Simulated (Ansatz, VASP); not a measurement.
**LaB: VASP beside Ansatz**

```
CELL_PARAMETERS angstrom
3.41174 0.00000 0.00000
0.00000 3.41174 0.00000
0.00000 0.00000 3.41403
ATOMIC_POSITIONS crystal
La 0.50000 0.50000 0.50000
B 0.00000 0.00000 0.00000
```

Change from the starting cell: species swapped into the TiRh type (P4/mmm, No. 123).

Alike in both runs: functional PBE; k mesh 16 × 16 × 16; occupations gaussian, width 0.1 eV; no spin polarisation.

Ansatz relaxed the structure, and its values are those at the end. VASP's run is a single point on that final structure, the one shown.

|  | VASP | Ansatz |
| --- | --- | --- |
| version | VASP 6.6.1 | Ansatz 0.2.0 |
| potentials or method | VASP PAW PBE potentials, release 64 (La, B), cutoff 520 eV | scalar-relativistic, plane waves, PAW |
| valence electrons in the cell | 14 | 14 |

|  | VASP | Ansatz | Ansatz less VASP |
| --- | --- | --- | --- |
| gap on the k mesh at the Fermi level (eV) | none | none | - |
| pressure (GPa) | -0.1 | 0.0 | +0.05 |

A gap of «none» marks a metal or a gap that the smearing closes.

Neither program's run includes spin-orbit coupling.
